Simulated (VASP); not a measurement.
Here is a VASP 6.6.1 calculation.

Contents of INCAR:

```
ALGO = Normal ; EDIFF = 1E-7
ENCUT = 520 ; GGA = PS
ISIF = 2 ; ISMEAR = -1
LASPH = True ; LCHARG = True
LELF = True ; LREAL = False
LVHAR = True ; LWAVE = False
NBANDS = 16 ; NELM = 60
PREC = Accurate ; SIGMA = 0.05
```

KPOINTS

```
k-points
0
Gamma
  8 8 8
```

POSCAR

```
InP
1.0
    0.0000000000      2.7688340000      2.7688340000
    2.7688340000      0.0000000000      2.7688340000
    2.7688340000      2.7688340000      0.0000000000
In P
1 1
Direct
    0.0000000000      0.0000000000      0.0000000000
    0.5000000000      0.5000000000      0.5000000000
```

Potentials or basis: VASP PAW PBE potentials, release 64 (In_d, P).

Command:

```bash
$ cat potpaw_PBE.64/In_d/POTCAR potpaw_PBE.64/P/POTCAR > POTCAR
$ mpirun -np 1 vasp_std > vasp.out
```

Task: Predict the band gap on the k mesh.

Result: Zero (band 9 reaches 7.24 eV, above the bottom of band 10 at 4.59 eV).

Task: Predict the pressure.

Result: -3.3 GPa.

Caveat: the PAW data sets were made with another functional, which shifts forces and pressure a little; spin-orbit coupling is left out, which moves the levels of the heavy elements.
